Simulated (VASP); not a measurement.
A run of VASP 6.6.1:

The input INCAR:

```
SYSTEM = BN
ALGO     = Normal         ! electronic algorithm
EDIFF    = 1E-6           ! SCF threshold, eV
ENCUT    = 520            ! plane-wave cutoff, eV
GGA      = PE             ! functional
ISIF     = 2              ! what is computed and relaxed
ISMEAR   = 0              ! smearing method
ISPIN    = 2              ! spin polarisation
LASPH    = .TRUE.         ! aspherical terms in the spheres
LCHARG   = .TRUE.         ! write CHGCAR
LELF     = .TRUE.         ! ELF
LORBIT   = 11             ! projections on sites
LREAL    = .FALSE.        ! projectors in reciprocal space
LVHAR    = .TRUE.       
LWAVE    = .FALSE.        ! write WAVECAR
MAGMOM   = 0 0 1 1        ! initial moments
NBANDS   = 20             ! bands
NELM     = 150            ! most SCF steps
PREC     = Accurate       ! precision mode
SIGMA    = 0.1            ! smearing width, eV
```

Contents of KPOINTS:

```
k-points
0
G
  6 6 4
  0 0 0
```

POSCAR

```
BN
1.0
    2.4822592900      0.0000000000      0.0000000000
   -1.2411296500      2.1496996100      0.0000000000
    0.0000000000      0.0000000000      6.8736263400
B N
2 2
Direct
    0.0000000000      0.0000000000      0.8815373700
    0.3333333300      0.6666666700      0.4539678800
    0.3333333300      0.6666666700      0.0418162800
    0.6666666700      0.3333333300      0.6226784600
```

Potentials or basis: VASP PAW PBE potentials, release 64 (B, N).

Launch:

```bash
$ cat potpaw_PBE.64/B/POTCAR potpaw_PBE.64/N/POTCAR > POTCAR
$ mpirun -np 1 vasp_std > vasp.out
```

Hardware: 1 thread of Intel Xeon 8259CL, on a shared host.

**Question.** Estimate the wall time of this run.

**Answer.** It took 75 s on 1 thread of Intel Xeon 8259CL (shared host), peak memory 0.17 GiB. Counts: scf iterations 20, k points 24.
